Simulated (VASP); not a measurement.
# MnS (F-43m) in VASP: a series of runs

The runs below take MnS through single point, with r2SCAN, PBEsol.

All numbers are computed with VASP 6.6.1; they aren't measurements. Logs are shortened: lines on timing, memory, paths and dates and some standing lists are left out, and cuts for length are marked.

### 1 The cell of the first run

The structure is cubic, space group F-43m (No. 216). Conventional cell: a = 4.947 Å, b = 4.947 Å, c = 4.947 Å, α = 90.00°, β = 90.00°, γ = 90.00°. Mn (site symmetry -43m) has 4 S at 2.14 Å within 2.8 Å. Within 2.8 Å of S (site symmetry -43m) lie 4 Mn at 2.14 Å.

### 2 Single point, r2SCAN, collinear spin, ferromagnetic start

Contents of POSCAR:

```
MnS
1.0
    0.0000000000      2.4734634191      2.4734634191
    2.4734634191      0.0000000000      2.4734634191
    2.4734634191      2.4734634191      0.0000000000
Mn S
1 1
Direct
    0.0000000000      0.0000000000      0.0000000000
    0.7500000000      0.7500000000      0.7500000000
```

Contents of INCAR.step1:

```
SYSTEM = MnS
PREC = Accurate ; ENCUT = 520
ISMEAR = -1 ; SIGMA = 0.05
LREAL = .FALSE. ; LASPH = .TRUE.
NELM = 150 ; ISPIN = 2
MAGMOM = 4 0 ; LMAXMIX = 4
NBANDS = 20 ; GGA = PE
ALGO = Normal ; EDIFF = 1E-4
LWAVE = .TRUE. ; LCHARG = .FALSE.
```

Contents of INCAR.step2:

```
SYSTEM = MnS
PREC = Accurate ; ENCUT = 520
EDIFF = 1E-6 ; ISMEAR = -1
SIGMA = 0.05 ; LREAL = .FALSE.
LASPH = .TRUE. ; NELM = 150
ALGO = Normal ; ISIF = 2
LWAVE = .FALSE. ; LCHARG = .FALSE.
ISPIN = 2 ; MAGMOM = 4 0
LORBIT = 11 ; LMAXMIX = 4
METAGGA = R2SCAN ; LMIXTAU = .TRUE.
NBANDS = 20 ; ISTART = 1
```

Contents of KPOINTS:

```
Automatic mesh
0
G
  9 9 9
  0 0 0
```

Potentials or basis: VASP PAW PBE potentials, release 64 (Mn_pv, S).

On the command line:

```sh
$ cat potpaw_PBE.64/Mn_pv/POTCAR potpaw_PBE.64/S/POTCAR > POTCAR
$ cp INCAR.step1 INCAR
$ mpirun -np 1 vasp_std > vasp.out
$ cp INCAR.step2 INCAR
$ mpirun -np 1 vasp_std > vasp.out
```

OUTCAR:

```text
SYSTEM = MnS
   PREC = Accurate
   ENCUT = 520
   EDIFF = 1E-6
   ISMEAR = -1
   LREAL = .FALSE.
   LASPH = .TRUE.
   NELM = 150
   ISIF = 2
   ISPIN = 2
   LORBIT = 11
   METAGGA = R2SCAN
   ISTART = 1

 ion  position               nearest neighbor table
   1  0.000  0.000  0.000-   2 2.14   2 2.14   2 2.14   2 2.14
   2  0.750  0.750  0.750-   1 2.14   1 2.14   1 2.14   1 2.14

  LATTYP: Found a face centered cubic cell.
 ALAT       =     4.9469268382

  Lattice vectors:

 A1 = (   0.0000000000,   2.4734634191,   2.4734634191)
 A2 = (   2.4734634191,   0.0000000000,   2.4734634191)
 A3 = (   2.4734634191,   2.4734634191,   0.0000000000)

Analysis of symmetry for initial positions (statically):
=====================================================================
 Subroutine PRICEL returns:
 Original cell was already a primitive cell.

 Routine SETGRP: Setting up the symmetry group for a
 face centered cubic supercell.

 Subroutine GETGRP returns: Found 24 space group operations
 (whereof 24 operations were pure point group operations)
 out of a pool of 48 trial point group operations.

The static configuration has the point symmetry T_d .

Analysis of symmetry for dynamics (positions and initial velocities):
=====================================================================
 Subroutine PRICEL returns:
 Original cell was already a primitive cell.

 Routine SETGRP: Setting up the symmetry group for a
 face centered cubic supercell.

 Subroutine GETGRP returns: Found 24 space group operations
 (whereof 24 operations were pure point group operations)
 out of a pool of 48 trial point group operations.

The dynamic configuration has the point symmetry T_d .

Analysis of structural, dynamic, and magnetic symmetry:
=====================================================================
 Subroutine PRICEL returns:
 Original cell was already a primitive cell.

 Routine SETGRP: Setting up the symmetry group for a
 face centered cubic supercell.

 Subroutine GETGRP returns: Found 24 space group operations
 (whereof 24 operations were pure point group operations)
 out of a pool of 48 trial point group operations.

The overall configuration has the point symmetry T_d .

 Subroutine INISYM returns: Found 24 space group operations
 (whereof 24 operations are pure point group operations),
 and found     1 'primitive' translations

----------------------------------------------------------------------------------------

                                     Primitive cell

[... 113 lines left out ...]
  Thomas-Fermi vector in A             =   2.524600
   LORBIT       =     11    0 simple, 1 ext, 2 COOP (PROOUT), +10 PAW based schemes
   METAGGA = R2SCAN    functional components
   LHFCALC =     F    Hartree Fock is set to
   AEXX    =    0.0000 exact exchange contribution
   IVDW    =     0    specifies the selected vdW correction
   LEPSILON=     F    determine dielectric tensor
   LRPA    =     F    only Hartree local field effects (RPA)
 spin polarized calculation
  energy-cutoff  :      520.00
  volume of cell :       30.27
 maximum number of plane-waves:       869
 NGX is ok and might be reduce to    28
   NGX = 13   NGY = 13   NGZ = 13

 number of electron      18.9999988 magnetization      -0.0000819

 number of electron      18.9999988 magnetization       0.0017125

 Free energy of the ion-electron system (eV)
  ---------------------------------------------------
  ext. energy  EPLUGINS =         0.00000000
  ---------------------------------------------------
  free energy    TOTEN  =       -23.20098233 eV

  energy without entropy =      -23.18499926  energy(sigma->0) =      -23.19299080

 E-fermi :   7.3716     XC(G=0): -11.9569

 val. band max:        7.3567843976   @ k =  -0.2222   0.3333   0.1111
 cond. band min:       7.3970149918   @ k =   0.4444   0.1111   0.0000
 fundamental gap:      0.0402305942
 Fermi energy:         7.3716078693

 spin component 1

 k-point     1 :       0.0000    0.0000    0.0000
  band No.  band energies     occupation
      1     -42.0392      1.00000
      2     -42.0392      1.00000
      3     -42.0391      1.00000
      4      -8.6795      1.00000
      5       2.4504      1.00000
      6       2.4504      1.00000
[... 541 lines left out ...]
     19      25.3917      0.00000
     20      25.3917      0.00000

 [... further k-points ...]

 spin component 2

 k-point     1 :       0.0000    0.0000    0.0000
  band No.  band energies     occupation
      1     -42.0368      1.00000
      2     -42.0368      1.00000
      3     -42.0367      1.00000
      4      -8.6794      1.00000
      5       2.4513      1.00000
      6       2.4514      1.00000
[... 541 lines left out ...]
     19      25.3921      0.00000
     20      25.3921      0.00000

 [... further k-points ...]

------------------------ aborting loop because EDIFF is reached ----------------------------------------

  FORCE on cell =-STRESS in cart. coord.  units (eV):
  Direction    XX          YY          ZZ          XY          YZ          ZX
  --------------------------------------------------------------------------------------
  -------------------------------------------------------------------------------------
  Total        0.2194435      0.2194435      0.2194435     -0.0000000      0.0000000      0.0000000
  in kB       11.6168062     11.6168062     11.6168062     -0.0000000      0.0000000      0.0000000
  external PRESSURE =      11.6168062 kB  Pullay stress =       0.0000000 kB

 VOLUME and BASIS-vectors are now :
 -----------------------------------------------------------------------------
  energy-cutoff  :      520.00
  volume of cell :       30.27
      direct lattice vectors                 reciprocal lattice vectors
     0.000000000  2.473463419  2.473463419    -0.202145702  0.202145702  0.202145702
     2.473463419  0.000000000  2.473463419     0.202145702 -0.202145702  0.202145702
     2.473463419  2.473463419  0.000000000     0.202145702  0.202145702 -0.202145702

 POSITION                                       TOTAL-FORCE (eV/Angst)
 -----------------------------------------------------------------------------------
      0.00000      0.00000      0.00000         0.000000      0.000000      0.000000
      3.71020      3.71020      3.71020        -0.000000     -0.000000     -0.000000
 -----------------------------------------------------------------------------------
    total drift:                               -0.000013     -0.000013     -0.000013

  FREE ENERGIE OF THE ION-ELECTRON SYSTEM (eV)
  ---------------------------------------------------
  free  energy   TOTEN  =       -23.2009823323 eV

  energy  without entropy=      -23.1849992610  energy(sigma->0) =      -23.19299080

 total charge

# of ion       s       p       d       tot
------------------------------------------
    1        0.374   6.321   5.358  12.052
    2        1.311   2.460   0.000   3.771
--------------------------------------------------
tot          1.685   8.780   5.358  15.823

 magnetization (x)

# of ion       s       p       d       tot
------------------------------------------
    1        0.000   0.000   0.002   0.002
    2       -0.000  -0.000   0.000  -0.000
--------------------------------------------------
tot          0.000  -0.000   0.002   0.001
```

OSZICAR.step1:

```text
N       E                     dE             d eps       ncg     rms          rms(c)
DAV:   1     0.161186424078E+03    0.16119E+03   -0.10275E+04  2800   0.102E+03
DAV:   2    -0.645509637697E+01   -0.16764E+03   -0.15886E+03  2904   0.298E+02
DAV:   3    -0.144423430057E+02   -0.79872E+01   -0.78786E+01  3256   0.704E+01
DAV:   4    -0.145344119542E+02   -0.92069E-01   -0.92002E-01  3172   0.776E+00
[... 17 lines left out ...]
DAV:  22    -0.136762606646E+02   -0.27017E-02   -0.27687E-03  3100   0.356E-01    0.602E-01
DAV:  23    -0.136773117118E+02   -0.10510E-02   -0.35080E-03  3156   0.320E-01    0.391E-01
DAV:  24    -0.136769932000E+02    0.31851E-03   -0.36624E-04  2740   0.209E-01    0.396E-01
DAV:  25    -0.136773849910E+02   -0.39179E-03   -0.51493E-04  2956   0.226E-01    0.239E-01
DAV:  26    -0.136773099458E+02    0.75045E-04   -0.83613E-05  1568   0.906E-02
   1 F= -.13677310E+02 E0= -.13667460E+02  d E =-.196993E-01  mag=    -0.2390
```

Run time: 7.2 min. Hardware: 1 thread of Intel Xeon 8259CL, shared host; peak memory 0.2 GiB.

Results:

* Free energy: -23.2010 eV
* Pressure: 1.2 GPa
* Net moment: 0.00 μB per cell
* Valence electrons inside the program's atomic spheres: Mn 12.05; S 3.77

Caveat: the moments typed at the start vanished in this run; the PAW data sets were made with another functional, which shifts forces and pressure a little; semilocal functionals often make such compounds metallic where correlation or magnetic order opens a gap, which also shifts bond lengths.

### 3 Single point, r2SCAN, collinear spin, ferromagnetic start

This run uses another cell than the first one, of 15.44 Å³/atom.

Contents of POSCAR:

```
MnS
1.0
    0.0000000000      2.4898444489      2.4898444489
    2.4898444489      0.0000000000      2.4898444489
    2.4898444489      2.4898444489      0.0000000000
Mn S
1 1
Direct
    0.0000000000      0.0000000000      0.0000000000
    0.7500000000      0.7500000000      0.7500000000
```

Contents of INCAR.step1:

```
SYSTEM = MnS
PREC = Accurate
ENCUT = 520
ISMEAR = -1
SIGMA = 0.05
LREAL = .False.
LASPH = .True.
NELM = 150
ISPIN = 2
MAGMOM = 4 0
LMAXMIX = 4
NBANDS = 20
GGA = PE
ALGO = Normal
EDIFF = 1E-4
LWAVE = .True.
LCHARG = .False.
```

Contents of INCAR.step2:

```
SYSTEM = MnS
PREC = Accurate
ENCUT = 520
EDIFF = 1E-7
ISMEAR = -1
SIGMA = 0.05
LREAL = .False.
LASPH = .True.
NELM = 150
ALGO = Normal
ISIF = 2
LWAVE = .False.
LCHARG = .False.
ISPIN = 2
MAGMOM = 4 0
LORBIT = 11
LMAXMIX = 4
METAGGA = R2SCAN
LMIXTAU = .True.
NBANDS = 20
ISTART = 1
```

Contents of KPOINTS:

```
Automatic mesh
0
Gamma
  9 9 9
  0 0 0
```

Potentials or basis: VASP PAW PBE potentials, release 64 (Mn_pv, S).

On the command line:

```sh
$ cat potpaw_PBE.64/Mn_pv/POTCAR potpaw_PBE.64/S/POTCAR > POTCAR
$ cp INCAR.step1 INCAR
$ mpirun -np 1 vasp_std > vasp.out
$ cp INCAR.step2 INCAR
$ mpirun -np 1 vasp_std > vasp.out
```

Wall time 8.3 min (1 thread of Intel Xeon 8259CL, shared host); peak memory 0.2 GiB.

Results (log left out):

- Free energy: -23.2002 eV
- Pressure: -1.6 GPa
- Net moment: 0.00 μB per cell
- Valence electrons inside the program's atomic spheres: Mn 12.01; S 3.76

Levels at points of the mesh, in eV from the Fermi level:
Spin up:
```
           k point  band 7  band 8  band 9  band 10  band 11  band 12
(0.00, 0.00, 0.00)   -4.85   -0.91   -0.91     3.87     3.87     3.87
```
Spin down:
| k point | band 5 | band 6 | band 7 | band 8 | band 9 | band 10 | band 11 | band 12 | band 13 | band 14 |
| --- | --- | --- | --- | --- | --- | --- | --- | --- | --- | --- |
| (0.00, 0.00, 0.00) | -4.85 | -4.85 | -4.85 | -0.91 | -0.91 | 3.87 | 3.87 | 3.87 | 4.21 | 8.24 |

Caveat: the moments typed at the start vanished in this run; the PAW data sets were made with another functional, which shifts forces and pressure a little; semilocal functionals often make such compounds metallic where correlation or magnetic order opens a gap, which also shifts bond lengths. With open d or f shells a metallic result of r2SCAN can be an artefact of self-interaction; +U or a hybrid may open a gap.

### 4 Single point, r2SCAN, collinear spin, ferromagnetic start

This run uses another cell than the first one, of 15.74 Å³/atom.

Contents of POSCAR:

```
MnS
1.0
    0.0000000000      2.5060127231      2.5060127231
    2.5060127231      0.0000000000      2.5060127231
    2.5060127231      2.5060127231      0.0000000000
Mn S
1 1
Direct
    0.0000000000      0.0000000000      0.0000000000
    0.7500000000      0.7500000000      0.7500000000
```

Contents of INCAR.step1:

```
PREC     = Accurate       # precision mode
ENCUT    = 520            # plane-wave cutoff, eV
ISMEAR   = -1             # smearing method
SIGMA    = 0.05           # smearing width, eV
LREAL    = False          # projectors in reciprocal space
LASPH    = True           # aspherical terms in the spheres
NELM     = 150            # most SCF steps
ISPIN    = 2              # spin polarisation
MAGMOM   = 4 0            # initial moments
LMAXMIX  = 4              # l up to which the mixer works
NBANDS   = 20             # bands
GGA      = PE             # functional
ALGO     = Normal         # electronic algorithm
EDIFF    = 1E-4           # SCF threshold, eV
LWAVE    = True           # write WAVECAR
LCHARG   = False          # write CHGCAR
```

Contents of INCAR.step2:

```
PREC     = Accurate       # precision mode
ENCUT    = 520            # plane-wave cutoff, eV
EDIFF    = 1E-6           # SCF threshold, eV
ISMEAR   = -1             # smearing method
SIGMA    = 0.05           # smearing width, eV
LREAL    = False          # projectors in reciprocal space
LASPH    = True           # aspherical terms in the spheres
NELM     = 150            # most SCF steps
ALGO     = Normal         # electronic algorithm
ISIF     = 2              # what is computed and relaxed
LWAVE    = False          # write WAVECAR
LCHARG   = False          # write CHGCAR
ISPIN    = 2              # spin polarisation
MAGMOM   = 4 0            # initial moments
LORBIT   = 11             # projections on sites
LMAXMIX  = 4              # l up to which the mixer works
METAGGA  = R2SCAN         # meta-GGA
LMIXTAU  = True         
NBANDS   = 20             # bands
ISTART   = 1
```

Contents of KPOINTS:

```
Automatic mesh
0
Gamma
  9 9 9
```

On the command line:

```sh
$ cat potpaw_PBE.64/Mn_pv/POTCAR potpaw_PBE.64/S/POTCAR > POTCAR
$ cp INCAR.step1 INCAR
$ mpirun -np 1 vasp_std > vasp.out
$ cp INCAR.step2 INCAR
$ mpirun -np 1 vasp_std > vasp.out
```

Wall time 5.4 min (1 thread of Intel Xeon 8259CL, shared host); peak memory 0.2 GiB.

It converged, with:

```
Free energy                                           : -23.1474 eV
Pressure                                              : -2.1 GPa
Band gap on the k mesh                                : zero (filled and empty bands overlap)
Net moment                                            : 1.02 μB per cell
Site moments                                          : Mn +1.05; S -0.06 μB
Valence electrons inside the program's atomic spheres : Mn 11.96; S 3.75
```

Levels at points of the mesh, in eV from the Fermi level:
Spin up:
```
           k point  band 6  band 7  band 8  band 9  band 10  band 11  band 12  band 13  band 14  band 15
(0.00, 0.00, 0.00)   -5.27   -5.27   -1.73   -1.73     3.06     3.06     3.06     3.74     7.77     7.77
```
Spin down:
```csv
k point,band 6,band 7,band 8,band 9,band 10,band 11,band 12,band 13
"(0.00, 0.00, 0.00)",-4.92,-4.92,-0.48,-0.48,3.84,3.84,3.84,3.91
```

Caveat: the PAW data sets were made with another functional, which shifts forces and pressure a little; a cell with one magnetic atom can't hold antiferromagnetic order, which such compounds often take; semilocal functionals often make such compounds metallic where correlation or magnetic order opens a gap, which also shifts bond lengths. With open d or f shells a metallic result of r2SCAN can be an artefact of self-interaction; +U or a hybrid may open a gap.

### 5 Single point, r2SCAN, collinear spin, ferromagnetic start

This run uses another cell than the first one, of 16.04 Å³/atom.

Contents of POSCAR:

```
MnS
1.0
    0.0000000000      2.5219750179      2.5219750179
    2.5219750179      0.0000000000      2.5219750179
    2.5219750179      2.5219750179      0.0000000000
Mn S
1 1
Direct
    0.0000000000      0.0000000000      0.0000000000
    0.7500000000      0.7500000000      0.7500000000
```

Contents of INCAR.step1:

```
  PREC = Accurate
  ENCUT = 520
  ISMEAR = -1
  SIGMA = 0.05
  LREAL = F
  LASPH = T
  NELM = 150
  ISPIN = 2
  MAGMOM = 4 0
  LMAXMIX = 4
  NBANDS = 20
  GGA = PE
  ALGO = Normal
  EDIFF = 1E-4
  LWAVE = T
  LCHARG = F
```

Contents of INCAR.step2:

```
  PREC = Accurate
  ENCUT = 520
  EDIFF = 1E-6
  ISMEAR = -1
  SIGMA = 0.05
  LREAL = F
  LASPH = T
  NELM = 150
  ALGO = Normal
  ISIF = 2
  LWAVE = F
  LCHARG = F
  ISPIN = 2
  MAGMOM = 4 0
  LORBIT = 11
  LMAXMIX = 4
  METAGGA = R2SCAN
  LMIXTAU = T
  NBANDS = 20
  ISTART = 1
```

Contents of KPOINTS:

```
regular mesh
0
Gamma
  9 9 9
```

On the command line:

```sh
$ cat potpaw_PBE.64/Mn_pv/POTCAR potpaw_PBE.64/S/POTCAR > POTCAR
$ cp INCAR.step1 INCAR
$ mpirun -np 1 vasp_std > vasp.out
$ cp INCAR.step2 INCAR
$ mpirun -np 1 vasp_std > vasp.out
```

Run time: 25 min. Hardware: 1 thread of Intel Xeon 8259CL, shared host; peak memory 0.21 GiB.

It converged, with:

| Item | Value |
| --- | --- |
| Free energy | -23.1345 eV |
| Pressure | -5.1 GPa |
| Net moment | -0.90 μB per cell |
| Site moments | Mn -0.92; S +0.05 μB |
| Valence electrons inside the program's atomic spheres | Mn 11.93; S 3.74 |

Levels at points of the mesh, in eV from the Fermi level:
Spin up:
```csv
k point,band 6,band 7,band 8,band 9,band 10,band 11,band 12,band 13
"(0.00, 0.00, 0.00)",-4.84,-4.84,-0.50,-0.50,3.70,3.70,3.70,3.81
```
Spin down:
```tsv
k point	band 7	band 8	band 9	band 10	band 11	band 12	band 13	band 14
(0.00, 0.00, 0.00)	-5.15	-1.64	-1.64	3.02	3.02	3.02	3.65	7.75
```

Caveat: the cell stands under tension; the PAW data sets were made with another functional, which shifts forces and pressure a little; a cell with one magnetic atom can't hold antiferromagnetic order, which such compounds often take; semilocal functionals often make such compounds metallic where correlation or magnetic order opens a gap, which also shifts bond lengths.

(Part 1 of 2 ends here.)

The gap in the log of VASP goes by the Fermi energy; the results here count the filled bands.